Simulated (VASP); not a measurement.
# Sb (P6/mmm) in VASP: further runs

The runs below take Sb through single point, with PBE.

All numbers are computed with VASP 6.6.1; they aren't measurements. Logs are shortened: lines on timing, memory, paths and dates and some standing lists are left out, and cuts for length are marked.

### Step 1. The cell of the first run

It takes space group P6/mmm (No. 191, hexagonal). Conventional cell: a = 2.607 Å, b = 2.607 Å, c = 2.476 Å, α = 90.00°, β = 90.00°, γ = 120.00°. Sb (site symmetry 6/mmm) has 8 Sb at 2.48 to 2.61 Å within 3.3 Å.

### Step 2. Single point, PBE

INCAR

```
SYSTEM = Sb
ALGO = Normal
EDIFF = 1E-6
ENCUT = 520
GGA = PE
ISIF = 2
ISMEAR = -1
LASPH = .TRUE.
LCHARG = .FALSE.
LREAL = .FALSE.
LWAVE = .FALSE.
NBANDS = 8
NELM = 100
PREC = Accurate
SIGMA = 0.05
```

KPOINTS

```
k-points
0
G
  13 13 12
  0 0 0
```

POSCAR

```
Sb
1.0
    2.6073798167      0.0000000000      0.0000000000
   -1.3036899083      2.2580571586      0.0000000000
    0.0000000000      0.0000000000      2.4762687707
Sb
1
Direct
    0.0000000000      0.0000000000      0.0000000000
```

Potentials or basis: VASP PAW PBE potentials, release 64 (Sb).

Run with:

```
$ cat potpaw_PBE.64/Sb/POTCAR > POTCAR
$ mpirun -np 1 vasp_std > vasp.out
```

OUTCAR:

```text
SYSTEM = Sb
   EDIFF = 1E-6
   ENCUT = 520
   GGA = PE
   ISIF = 2
   ISMEAR = -1
   LASPH = .TRUE.
   LREAL = .FALSE.
   NELM = 100
   PREC = Accurate

 ion  position               nearest neighbor table
   1  0.000  0.000  0.000-

  LATTYP: Found a hexagonal cell.
 ALAT       =     2.6073798167
 C/A-ratio  =     0.9497154020

  Lattice vectors:

 A1 = (   2.6073798167,   0.0000000000,   0.0000000000)
 A2 = (  -1.3036899083,   2.2580571586,   0.0000000000)
 A3 = (   0.0000000000,   0.0000000000,   2.4762687707)

Analysis of symmetry for initial positions (statically):
=====================================================================
 Subroutine PRICEL returns:
 Original cell was already a primitive cell.

 Routine SETGRP: Setting up the symmetry group for a
 hexagonal supercell.

 Subroutine GETGRP returns: Found 24 space group operations
 (whereof 24 operations were pure point group operations)
 out of a pool of 24 trial point group operations.

The static configuration has the point symmetry D_6h.

Analysis of symmetry for dynamics (positions and initial velocities):
=====================================================================
 Subroutine PRICEL returns:
 Original cell was already a primitive cell.

 Routine SETGRP: Setting up the symmetry group for a
 hexagonal supercell.

 Subroutine GETGRP returns: Found 24 space group operations
 (whereof 24 operations were pure point group operations)
 out of a pool of 24 trial point group operations.

The dynamic configuration has the point symmetry D_6h.

 Subroutine INISYM returns: Found 24 space group operations
 (whereof 24 operations are pure point group operations),
 and found     1 'primitive' translations

----------------------------------------------------------------------------------------

                                     Primitive cell

  volume of cell :      14.5793

  direct lattice vectors                    reciprocal lattice vectors
     2.607379817  0.000000000  0.000000000     0.383526786  0.221429293  0.000000000
    -1.303689908  2.258057159  0.000000000     0.000000000  0.442858586  0.000000000
     0.000000000  0.000000000  2.476268771     0.000000000  0.000000000  0.403833385

  length of vectors
     2.607379817  2.607379817  2.476268771     0.442858586  0.442858586  0.403833385

  position of ions in fractional coordinates (direct lattice)
     0.000000000  0.000000000  0.000000000
[... 71 lines left out ...]
   LNONCOLLINEAR =      F non collinear calculations
   LSORBIT =      F    spin-orbit coupling
   LASPH  =      T    aspherical Exc in radial PAW
   ENCUT  =  520.0 eV  38.22 Ry    6.18 a.u.   4.85  4.85  4.60*2*pi/ulx,y,z
   NELM   =    100;   NELMIN=  2; NELMDL= -5     # of ELM steps
   EDIFF  = 0.1E-05   stopping-criterion for ELM
   LREAL  =      F    real-space projection
   EDIFFG = 0.1E-04   stopping-criterion for IOM
   NSW    =      0    number of steps for IOM
   IBRION =     -1    ionic relax: 0-MD 1-quasi-New 2-CG
   NFREE  =      0    steps in history (QN), initial steepest desc. (CG)
   ISIF   =      2    stress and relaxation
   ISYM   =      2    0-nonsym 1-usesym 2-fastsym
   POTIM  = 0.5000    time-step for ionic-motion
   TEBEG  =    0.0;   TEEND  =   0.0 temperature during run
   PSTRESS=    0.0 pullay stress
   NELECT =       5.0000    total number of electrons
   NUPDOWN=      -1.0000    fix difference up-down
   EMIN   =  10.00;   EMAX   =-10.00  energy-range for DOS
   EFERMI =   0.00;   METHOD = LEGACY
   ISMEAR =    -1;   SIGMA  =   0.05  broadening in eV -4-tet -1-fermi 0-gaus
   EFERMI_NEDOS =   21; number of points for ismear=-14 and -15
   IALGO  =     38    algorithm
   IMIX   =      4    mixing-type and parameters
     AMIX     =   0.40;   BMIX     =  1.00
     AMIX_MAG =   1.60;   BMIX_MAG =  1.00
  volume/ion in A,a.u.               =      14.58        98.39
  Fermi-wavevector in a.u.,A,eV,Ry     =   1.145915  2.165466 17.866106  1.313122
  Thomas-Fermi vector in A             =   2.282602
   LORBIT       =      0    0 simple, 1 ext, 2 COOP (PROOUT), +10 PAW based schemes
   GGA     = PE    functional components
   LHFCALC =     F    Hartree Fock is set to
   AEXX    =    0.0000 exact exchange contribution
   IVDW    =     0    specifies the selected vdW correction
   LEPSILON=     F    determine dielectric tensor
   LRPA    =     F    only Hartree local field effects (RPA)
 non-spin polarized calculation
  energy-cutoff  :      520.00
  volume of cell :       14.58
 maximum number of plane-waves:       407
 NGX is ok and might be reduce to    20

 number of electron       5.0000001 magnetization

 Free energy of the ion-electron system (eV)
  ---------------------------------------------------
  ext. energy  EPLUGINS =         0.00000000
  ---------------------------------------------------
  free energy    TOTEN  =         0.61220918 eV

  energy without entropy =        0.61509493  energy(sigma->0) =        0.61365206

 E-fermi :  19.8227     XC(G=0): -13.0693

 val. band max:       19.7774541151   @ k =   0.2308   0.2308   0.4167
 cond. band min:      19.8541684495   @ k =   0.2308   0.2308   0.4167
 fundamental gap:      0.0767143345
 Fermi energy:        19.8226823841

 k-point     1 :       0.0000    0.0000    0.0000
  band No.  band energies     occupation
      1      -0.5629      2.00000
      2      24.1057      0.00000
      3      28.0026      0.00000
      4      28.6397      0.00000
      5      28.6397      0.00000
      6      28.7128      0.00000
      7      31.6553      0.00000
      8      31.6553      0.00000
[... 243 lines left out ...]
 k-point    24 :       0.1538    0.0000    0.0833
  band No.  band energies     occupation
      1       0.3983      2.00000
      2      22.4044      0.00000
      3      23.2902      0.00000
      4      26.2203      0.00000
      5      27.8796      0.00000
      6      30.7979      0.00000
      7      34.4424      0.00000
      8      35.6747      0.00000

 [... further k-points ...]
[... 5 lines left out ...]
  --------------------------------------------------------------------------------------
  -------------------------------------------------------------------------------------
  Total       17.6226309     17.6226309     17.5263053      0.0000000      0.0000000     -0.0000000
  in kB     1936.6195723   1936.6195724   1926.0339784      0.0000000      0.0000000     -0.0000000
  external PRESSURE =    1933.0910410 kB  Pullay stress =       0.0000000 kB

 VOLUME and BASIS-vectors are now :
 -----------------------------------------------------------------------------
  energy-cutoff  :      520.00
  volume of cell :       14.58
      direct lattice vectors                 reciprocal lattice vectors
     2.607379817  0.000000000  0.000000000     0.383526786  0.221429293  0.000000000
    -1.303689908  2.258057159  0.000000000     0.000000000  0.442858586  0.000000000
     0.000000000  0.000000000  2.476268771     0.000000000  0.000000000  0.403833385

 POSITION                                       TOTAL-FORCE (eV/Angst)
 -----------------------------------------------------------------------------------
      0.00000      0.00000      0.00000        -0.000000      0.000000      0.000000
 -----------------------------------------------------------------------------------
    total drift:                                0.000000      0.000000      0.000000

  FREE ENERGIE OF THE ION-ELECTRON SYSTEM (eV)
  ---------------------------------------------------
  free  energy   TOTEN  =         0.6122091811 eV

  energy  without entropy=        0.6150949325  energy(sigma->0) =        0.61365206
```

It took 16 s on 1 thread of Intel Xeon 8259CL, shared host; peak memory 0.13 GiB.

Results:

```
Free energy : 0.6122 eV
Pressure    : 193.3 GPa
```

Stress tensor (GPa, compression positive):
```
193.66   0.00   0.00
  0.00 193.66   0.00
  0.00   0.00 192.60
```

Caveat: spin-orbit coupling is left out, which moves the levels of the heavy elements.

### Step 3. Single point, PBE

INCAR

```
PREC = Accurate
ENCUT = 520
EDIFF = 1E-7
ISMEAR = -1
SIGMA = 0.05
LREAL = F
LASPH = T
NELM = 60
ALGO = Normal
ISIF = 2
LWAVE = F
LCHARG = F
GGA = PE
NBANDS = 8
```

KPOINTS

```
regular mesh
0
Gamma
  13 13 12
```

POSCAR is that of step 2.

Potentials or basis: VASP PAW PBE potentials, release 64 (Sb).

Run with:

```
$ cat potpaw_PBE.64/Sb/POTCAR > POTCAR
$ mpirun -np 1 vasp_std > vasp.out
```

OUTCAR:

```text
PREC = Accurate
   ENCUT = 520
   EDIFF = 1E-7
   ISMEAR = -1
   LREAL = F
   LASPH = T
   NELM = 60
   ISIF = 2
   GGA = PE

 ion  position               nearest neighbor table
   1  0.000  0.000  0.000-

  LATTYP: Found a hexagonal cell.
 ALAT       =     2.6073798167
 C/A-ratio  =     0.9497154020

  Lattice vectors:

 A1 = (   2.6073798167,   0.0000000000,   0.0000000000)
 A2 = (  -1.3036899083,   2.2580571586,   0.0000000000)
 A3 = (   0.0000000000,   0.0000000000,   2.4762687707)

[... 432 lines left out ...]
 k-point    24 :       0.1538    0.0000    0.0833
  band No.  band energies     occupation
      1       0.3983      2.00000
      2      22.4044      0.00000
      3      23.2903      0.00000
      4      26.2203      0.00000
      5      27.8796      0.00000
      6      30.7980      0.00000
      7      34.4424      0.00000
      8      35.6747      0.00000

 [... further k-points ...]
[... 5 lines left out ...]
  --------------------------------------------------------------------------------------
  -------------------------------------------------------------------------------------
  Total       17.6224110     17.6224110     17.5264708      0.0000000     -0.0000000      0.0000000
  in kB     1936.5954084   1936.5954084   1926.0521615      0.0000000     -0.0000000      0.0000000
  external PRESSURE =    1933.0809928 kB  Pullay stress =       0.0000000 kB

 VOLUME and BASIS-vectors are now :
 -----------------------------------------------------------------------------
  energy-cutoff  :      520.00
  volume of cell :       14.58
      direct lattice vectors                 reciprocal lattice vectors
     2.607379817  0.000000000  0.000000000     0.383526786  0.221429293  0.000000000
    -1.303689908  2.258057159  0.000000000     0.000000000  0.442858586  0.000000000
     0.000000000  0.000000000  2.476268771     0.000000000  0.000000000  0.403833385

 POSITION                                       TOTAL-FORCE (eV/Angst)
 -----------------------------------------------------------------------------------
      0.00000      0.00000      0.00000        -0.000000      0.000000      0.000000
 -----------------------------------------------------------------------------------
    total drift:                                0.000000      0.000000      0.000000

  FREE ENERGIE OF THE ION-ELECTRON SYSTEM (eV)
  ---------------------------------------------------
  free  energy   TOTEN  =         0.6122092147 eV

  energy  without entropy=        0.6150948724  energy(sigma->0) =        0.61365204
```

stdout:

```text
POSCAR found type information on POSCAR Sb
 POSCAR found :  1 types and       1 ions
 scaLAPACK will be used
 LDA part: xc-table for (Slater+PW92), standard interpolation
 POSCAR, INCAR and KPOINTS ok, starting setup
 FFT: planning ... GRIDC
 FFT: planning ... GRID_SOFT
 FFT: planning ... GRID
 WAVECAR not read
 entering main loop
```

Run time: 20 s. Hardware: 1 thread of Intel Xeon 8259CL, shared host; peak memory 0.13 GiB.

What came out:

* Free energy: 0.6122 eV
* Pressure: 193.3 GPa

Caveat: spin-orbit coupling is left out, which moves the levels of the heavy elements.

### Step 4. Single point, PBE

This run uses another cell than the first one, of 17.50 Å³/atom, 1.200 times its volume.

INCAR

```
SYSTEM = Sb
PREC = Accurate
ENCUT = 520
EDIFF = 1E-7
ISMEAR = -1
SIGMA = 0.05
LREAL = .FALSE.
LASPH = .TRUE.
NELM = 80
ALGO = Normal
ISIF = 2
LWAVE = .FALSE.
LCHARG = .FALSE.
GGA = PE
NBANDS = 8
```

KPOINTS

```
Automatic mesh
0
G
  13 13 12
  0 0 0
```

POSCAR

```
Sb
1.0
    2.7705258310      0.0000000000      0.0000000000
   -1.3852629155      2.3993457515      0.0000000000
    0.0000000000      0.0000000000      2.6318626337
Sb
1
Direct
    0.0000000000      0.0000000000      0.0000000000
```

Run with:

```
$ cat potpaw_PBE.64/Sb/POTCAR > POTCAR
$ mpirun -np 1 vasp_std > vasp.out
```

Wall time 18 s (1 thread of Intel Xeon 8259CL, shared host); peak memory 0.15 GiB.

Results (log left out):

- Free energy: -1.8860 eV
- Pressure: 93.7 GPa

Levels at points of the mesh, in eV from the Fermi level:
```
           k point  band 1  band 2  band 3  band 4  band 5  band 6
(0.00, 0.00, 0.00)  -17.70    4.13    7.64    7.64    7.74    9.77
(0.00, 0.00, 0.50)  -12.96  -10.08   12.43   12.79   12.79   12.86
```

Caveat: spin-orbit coupling is left out, which moves the levels of the heavy elements.

### Step 5. Single point, PBE

INCAR

```
  PREC = Accurate
  ENCUT = 520
  EDIFF = 1E-7
  ISMEAR = -1
  SIGMA = 0.05
  LREAL = False
  LASPH = True
  NELM = 60
  ALGO = Normal
  ISIF = 2
  LWAVE = False
  LCHARG = True
  GGA = PE
  LELF = True
  LVHAR = True
  NBANDS = 8
```

KPOINTS

```
Automatic mesh
0
Gamma
  13 13 12
```

POSCAR is that of step 4.

Run with:

```
$ cat potpaw_PBE.64/Sb/POTCAR > POTCAR
$ mpirun -np 1 vasp_std > vasp.out
```

It took 21 s on 1 thread of Intel Xeon 8259CL, shared host; peak memory 0.14 GiB.

The run converged. Its results:

| Item | Value |
| --- | --- |
| Free energy | -1.8860 eV |
| Pressure | 93.7 GPa |

Levels at points of the mesh, in eV from the Fermi level:
```
           k point  band 1  band 2  band 3  band 4  band 5
(0.00, 0.00, 0.00)  -17.70    4.13    7.64    7.64    7.74
(0.00, 0.00, 0.50)  -12.96  -10.08   12.43   12.79   12.79
```

Caveat: spin-orbit coupling is left out, which moves the levels of the heavy elements.
